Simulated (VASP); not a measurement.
Here is a VASP 6.6.1 calculation.

File INCAR:

```
SYSTEM = GaP
PREC = Accurate
ENCUT = 520
EDIFF = 1E-7
ISMEAR = 0
SIGMA = 0.05
LREAL = .False.
LASPH = .True.
NELM = 60
ALGO = Normal
ISIF = 2
LWAVE = .False.
LCHARG = .False.
GGA = PS
NBANDS = 26
```

Contents of KPOINTS:

```
regular mesh
0
Gamma
  6 6 4
  0 0 0
```

Contents of POSCAR:

```
GaP
1.0
    0.0000000000     -2.7192251048     -2.7192251048
    0.0000000000      2.7192251048     -2.7192251048
    5.4384502097      0.0000000000      0.0000000000
Ga P
2 2
Direct
    0.5000000000      0.5000000000      0.5000000000
    0.0000000000      0.0000000000      0.0000000000
    1.0000000000      0.5000000000      0.2500000000
    0.5000000000      0.0000000000      0.7500000000
```

Potentials or basis: VASP PAW PBE potentials, release 64 (Ga_d, P).

The run is started by

```console
$ cat potpaw_PBE.64/Ga_d/POTCAR potpaw_PBE.64/P/POTCAR > POTCAR
$ mpirun -np 1 vasp_std > vasp.out
```

Task: What does it give for the band gap on the k mesh?

Result: 1.50 eV.

Task: Predict the pressure.

Result: -0.1 GPa.

Caveat: the PAW data sets were made with another functional, which shifts forces and pressure a little. A k mesh can miss the band edges.
